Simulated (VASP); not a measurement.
# MgO (P-6m2) in VASP: settings compared, part 2 of 2

VASP 6.6.1. The steps go on from the part before.

### Step 4. Single point, LDA, collinear spin, ferromagnetic start

The input, INCAR:

```
SYSTEM = MgO
  PREC = Accurate
  ENCUT = 600
  EDIFF = 1E-6
  ISMEAR = 0
  SIGMA = 0.1
  LREAL = .False.
  LASPH = .True.
  NELM = 200
  ALGO = Normal
  ISIF = 2
  LWAVE = .False.
  LCHARG = .False.
  ISPIN = 2
  MAGMOM = -3 0
  LORBIT = 11
  NBANDS = 15
  GGA_COMPAT = .False.
```

The input, KPOINTS:

```
Automatic mesh
0
Gamma
  4 4 3
  0 0 0
```

The input, POSCAR:

```
MgO
1.0
    2.9380209034      0.0000000000      0.0000000000
   -1.4690104517      2.5444007392      0.0000000000
    0.0000000000      0.0000000000      2.6796800000
Mg O
1 1
Direct
    0.0000000000      0.0000000000      0.0000000000
    0.3333333333      0.6666666667      0.5000000000
```

Potentials or basis: VASP PAW LDA potentials, release 64 (Mg, O).

Launch:

```console
> cat potpaw_LDA.64/Mg/POTCAR potpaw_LDA.64/O/POTCAR > POTCAR
> mpirun -np 1 vasp_std > vasp.out
```

Run time: 3.9 s. Hardware: 1 thread of Intel Xeon 6975P-C, shared host; peak memory 0.13 GiB.

Results (log left out):

```
Free energy                                           : -12.6238 eV
Pressure                                              : -11.1 GPa
Band gap on the k mesh                                : 2.95 eV, indirect (least direct gap 3.31 eV)
Net moment                                            : 0.00 μB per cell
Valence electrons inside the program's atomic spheres : Mg 0.39; O 5.03
```

Stress tensor (GPa, compression positive):
```
-10.60   0.00   0.00
  0.00 -10.60   0.00
  0.00   0.00 -12.00
```

Levels at points of the mesh, in eV from the valence-band top:
Spin up:
```
           k point  band 2  band 3  band 4  band 5  band 6  band 7
(0.00, 0.00, 0.00)   -0.57   -0.57   -0.36    2.95   11.63   15.29
(0.50, 0.00, 0.00)   -4.93   -1.30    0.00    6.44   10.37   12.88
```
Spin down:
| k point | band 1 | band 2 | band 3 | band 4 | band 5 | band 6 | band 7 | band 8 |
| --- | --- | --- | --- | --- | --- | --- | --- | --- |
| (0.00, 0.00, 0.00) | -17.13 | -0.57 | -0.57 | -0.36 | 2.95 | 11.63 | 15.29 | 15.29 |
| (0.50, 0.00, 0.00) | -16.04 | -4.93 | -1.30 | 0.00 | 6.44 | 10.37 | 12.88 | 17.49 |

Caveat: the k points lie up to 0.78 Å⁻¹ apart. A k mesh can miss the band edges.

### Step 5. Single point, PBE

This run uses another cell than the first one, of 10.62 Å³/atom, 1.060 times its volume.

The input, INCAR:

```
SYSTEM = MgO
  PREC = Accurate
  ENCUT = 600
  EDIFF = 1E-6
  ISMEAR = 0
  SIGMA = 0.1
  LREAL = .False.
  LASPH = .True.
  NELM = 120
  ALGO = Normal
  ISIF = 2
  LWAVE = .False.
  LCHARG = .False.
  GGA = PE
  NELECT = 6.0
  NBANDS = 11
  GGA_COMPAT = .False.
```

The input, KPOINTS:

```
regular mesh
0
Gamma
  6 6 6
  0 0 0
```

The input, POSCAR:

```
MgO
1.0
    2.9956437857      0.0000000000      0.0000000000
   -1.4978218928      2.5943036191      0.0000000000
    0.0000000000      0.0000000000      2.7322360880
Mg O
1 1
Direct
    0.0000000000      0.0000000000      0.0000000000
    0.3333333333      0.6666666667      0.5000000000
```

Potentials or basis: VASP PAW PBE potentials, release 64 (Mg, O).

Launch:

```console
> cat potpaw_PBE.64/Mg/POTCAR potpaw_PBE.64/O/POTCAR > POTCAR
> mpirun -np 1 vasp_std > vasp.out
```

Wall time 4 s (1 thread of Intel Xeon 6975P-C, shared host); peak memory 0.14 GiB.

Results (log left out):

| Item | Value |
| --- | --- |
| Free energy | -12.2628 eV |

Levels at points of the mesh, in eV from the Fermi level:
| k point | band 1 | band 2 | band 3 | band 4 | band 5 | band 6 | band 7 | band 8 |
| --- | --- | --- | --- | --- | --- | --- | --- | --- |
| (0.00, 0.00, 0.00) | -15.83 | 0.33 | 0.33 | 0.45 | 8.71 | 18.20 | 21.88 | 21.88 |
| (0.50, 0.00, 0.00) | -15.33 | -1.73 | -0.03 | 0.61 | 13.06 | 14.34 | 18.76 | 22.82 |
| (0.00, 0.00, 0.50) | -15.26 | -2.14 | 0.58 | 0.58 | 13.53 | 13.65 | 23.79 | 23.79 |
| (0.50, 0.00, 0.50) | -14.90 | -1.45 | -1.05 | 0.20 | 13.32 | 17.07 | 18.55 | 19.08 |

Caveat: the k points lie up to 0.40 Å⁻¹ apart; the cell carries a net charge on a neutralising background, which shifts energy and pressure; the cell is charged against a uniform background, so pressure and absolute levels hang on convention.

### Step 6. Single point, PBE

This run uses another cell than the first one, of 10.92 Å³/atom, 1.090 times its volume.

The input, INCAR:

```
SYSTEM = MgO
PREC     = Accurate       ! precision mode
ENCUT    = 600            ! plane-wave cutoff, eV
EDIFF    = 1E-6           ! SCF threshold, eV
ISMEAR   = 0              ! smearing method
SIGMA    = 0.1            ! smearing width, eV
LREAL    = .FALSE.        ! projectors in reciprocal space
LASPH    = .TRUE.         ! aspherical terms in the spheres
NELM     = 120            ! most SCF steps
ALGO     = Normal         ! electronic algorithm
ISIF     = 2              ! what is computed and relaxed
LWAVE    = .FALSE.        ! write WAVECAR
LCHARG   = .FALSE.        ! write CHGCAR
GGA      = PE             ! functional
NBANDS   = 11             ! bands
GGA_COMPAT= .FALSE.
```

The input, KPOINTS:

```
Automatic mesh
0
G
  6 6 6
  0 0 0
```

The input, POSCAR:

```
MgO
1.0
    3.0236420794      0.0000000000      0.0000000000
   -1.5118210397      2.6185508527      0.0000000000
    0.0000000000      0.0000000000      2.7577724848
Mg O
1 1
Direct
    0.0000000000      0.0000000000      0.0000000000
    0.3333333333      0.6666666667      0.5000000000
```

Potentials or basis: VASP PAW PBE potentials, release 64 (Mg, O).

Launch:

```console
> cat potpaw_PBE.64/Mg/POTCAR potpaw_PBE.64/O/POTCAR > POTCAR
> mpirun -np 1 vasp_std > vasp.out
```

Wall time 5 s (1 thread of Intel Xeon 6975P-C, shared host); peak memory 0.14 GiB.

It converged, with:

```
Free energy            : -11.1658 eV
Pressure               : -10.8 GPa
Band gap on the k mesh : 2.39 eV, indirect (least direct gap 2.77 eV)
```

Stress tensor (GPa, compression positive):
```
 -9.91   0.00   0.00
  0.00  -9.91   0.00
  0.00   0.00 -12.45
```

Levels at points of the mesh, in eV from the valence-band top:
| k point | band 1 | band 2 | band 3 | band 4 | band 5 | band 6 | band 7 | band 8 | band 9 |
| --- | --- | --- | --- | --- | --- | --- | --- | --- | --- |
| (0.00, 0.00, 0.00) | -17.01 | -0.54 | -0.54 | -0.38 | 2.39 | 11.57 | 14.84 | 14.84 | 18.89 |
| (0.50, 0.00, 0.00) | -16.14 | -4.49 | -1.20 | -0.05 | 6.17 | 9.59 | 12.51 | 16.60 | 17.96 |
| (0.00, 0.00, 0.50) | -16.11 | -4.95 | -0.08 | -0.08 | 7.56 | 8.30 | 16.92 | 16.92 | 17.86 |
| (0.50, 0.00, 0.50) | -15.50 | -3.40 | -3.05 | -0.73 | 5.55 | 10.82 | 12.82 | 13.94 | 14.36 |

A k mesh can miss the band edges.

### Step 7. Summary

```csv
level,potentials or basis,spin,cell,k mesh,smearing,gap on the mesh (eV),pressure (GPa)
RPBE,"VASP PAW PBE potentials, release 64 (Mg, O)",off,"a = 2.938, b = 2.938, c = 2.680 Å, angles 90.0, 90.0, 120.0°, 2 atoms",6 × 6 × 6,gaussian 0.1 eV,3.10,3.2
PBE,"VASP PAW PBE potentials, release 64 (Mg, O)",off,"a = 3.042, b = 3.042, c = 2.775 Å, angles 90.0, 90.0, 120.0°, 2 atoms",6 × 6 × 6,methfessel-paxton 0.1 eV,2.27,-12.4
LDA,"VASP PAW LDA potentials, release 64 (Mg, O)","collinear, ferromagnetic start","a = 2.938, b = 2.938, c = 2.680 Å, angles 90.0, 90.0, 120.0°, 2 atoms",4 × 4 × 3,gaussian 0.1 eV,2.95,-11.1
PBE,"VASP PAW PBE potentials, release 64 (Mg, O)",off,"a = 3.024, b = 3.024, c = 2.758 Å, angles 90.0, 90.0, 120.0°, 2 atoms",6 × 6 × 6,gaussian 0.1 eV,2.39,-10.8
```

Alike in all rows: task single point; cutoff (eV) 600.

Caveats: some runs use coarse meshes; the PAW data sets were made with another functional, which shifts forces and pressure a little (some runs).

Total energies depend on the potentials used, so only differences within one code and one set of settings carry meaning.
